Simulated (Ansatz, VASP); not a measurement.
One calculation of Al2Cu, two programs

```xyz
6
Lattice="-3.1472 3.1472 2.4169 3.1472 -3.1472 2.4169 3.1472 3.1472 -2.4169" Properties=species:S:1:pos:R:3 pbc="T T T"
Al    4.1463    0.9991    0.0000
Al    2.1481    0.9991    2.4169
Al   -0.9991    2.1481    2.4169
Al    0.9991    2.1481    0.0000
Cu    0.0000    0.0000    3.6253
Cu    0.0000    0.0000    1.2084
```

Alike in both runs: task single point; functional PBE; k mesh 10 × 10 × 10; occupations gaussian, width 0.15 eV; no spin polarisation.

|  | VASP | Ansatz |
| --- | --- | --- |
| version | VASP 6.6.1 | Ansatz 0.2.0 |
| potentials or method | VASP PAW PBE potentials, release 64 (Al, Cu), cutoff 520 eV | scalar-relativistic, plane waves, PAW |
| valence electrons in the cell | 34 | 50 |

|  | VASP | Ansatz | Ansatz less VASP |
| --- | --- | --- | --- |
| gap on the k mesh at the Fermi level (eV) | none | none | - |
| pressure (GPa) | -5.5 | -5.7 | -0.15 |
| traceless stress, the component that is largest in VASP (GPa) | 3.89 | 3.88 | -0.009 |
| rms of the force components (eV/Å) | 0.037 | 0.035 | -0.0018 |

Atom by atom the forces differ by 0.002 eV/Å (rms over components). A gap of «none» marks a metal or a gap that the smearing closes. VASP's potentials hold 34 valence electrons a cell and Ansatz's 50, so a difference there can come from the potentials and not from the codes.
